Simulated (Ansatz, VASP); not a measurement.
CaMg in VASP and in Ansatz

```
Ca Mg
1.0
     3.77150    0.00000    0.00000
    -1.88575    3.26621    0.00000
     0.00000    0.00000    5.31829
Ca Mg
1 1
Direct
  0.00000 0.00000 0.50000
  0.66667 0.33333 0.00000
```

Alike in both runs: task single point; functional LDA; k mesh 18 × 18 × 10; occupations gaussian, width 0.15 eV; no spin polarisation.

|  | VASP | Ansatz |
| --- | --- | --- |
| version | VASP 6.6.1 | Ansatz 0.2.0 |
| potentials or method | VASP PAW LDA potentials, release 64 (Ca_sv, Mg), cutoff 520 eV | scalar-relativistic, plane waves, PAW |
| valence electrons in the cell | 12 | 20 |

Ansatz gave:

| Property | Result |
| --- | --- |
| gap on the k mesh at the Fermi level (eV) | none |
| pressure (GPa) | -1.5 |
| traceless stress, the component that is largest in VASP (GPa) | 0.72 |

Task: Which values does VASP return?

Result: gap on the k mesh at the Fermi level (eV): none; pressure (GPa): -1.6; traceless stress, the component that is largest in VASP (GPa): 0.67.

LDA's correlation is that of Perdew and Zunger in VASP and of Perdew and Wang (1992) in Ansatz. A gap of «none» marks a metal or a gap that the smearing closes. VASP's potentials hold 12 valence electrons a cell and Ansatz's 20, so a difference there can come from the potentials and not from the codes.
